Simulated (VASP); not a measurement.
Runs of VASP 6.6.1 on AgCl. The structure is that of space group Pm-3m (No. 221), or close to it. The cells are those of the table. 

```csv
cell,gap on the mesh (eV),pressure (GPa)
"a = 3.434, b = 3.297 Å, 2 atoms",1.12,(b)
"a = 3.434, b = 3.554 Å, 2 atoms",1.11,-3.4
"a = 3.434, b = 3.537 Å, 2 atoms",1.12,-3.2
"a = 3.434, b = 3.503 Å, 2 atoms",1.14,-2.8
"a = 3.434, b = 3.571 Å, 2 atoms",1.10,(a)
```

Alike in all rows: task single point; level r2SCAN; potentials or basis VASP PAW PBE potentials, release 64 (Ag, Cl); no spin polarisation; k mesh 8 × 8 × 8; cutoff (eV) 520; smearing gaussian 0.05 eV.

Question: Fill in the values left out.

Answer: (a) -3.5; (b) 0.3.

Caveats: the PAW data sets were made with another functional, which shifts forces and pressure a little; the cell stands under tension (at least some runs).

A k mesh can miss the band edges, and the runs leave out spin-orbit coupling on Ag.
